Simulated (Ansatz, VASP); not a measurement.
HgS in VASP and in Ansatz

```
Hg S
1.0
     0.00000    2.96422    2.96422
     2.96422    0.00000    2.96422
     2.96422    2.96422    0.00000
Hg S
1 1
Direct
  0.00000 0.00000 0.00000
  0.75000 0.75000 0.75000
```

Alike in both runs: task single point; functional r2SCAN; k mesh 8 × 8 × 8; occupations gaussian, width 0.05 eV; no spin polarisation.

```csv
,VASP,Ansatz
version,VASP 6.6.1,Ansatz 0.2.0
potentials or method,"VASP PAW PBE potentials, release 64 (Hg, S), cutoff 550 eV","scalar-relativistic, plane waves, PAW"
valence electrons in the cell,18,26
```

```tsv
	VASP	Ansatz	Ansatz less VASP
gap on the k mesh at the Fermi level (eV)	none	none	-
pressure (GPa)	0.3	0.0	-0.27
```

VASP's potentials were made for PBE, not for r2SCAN. A gap of «none» marks a metal or a gap that the smearing closes. VASP's potentials hold 18 valence electrons a cell and Ansatz's 26, so a difference there can come from the potentials and not from the codes.

Neither program's run includes spin-orbit coupling.
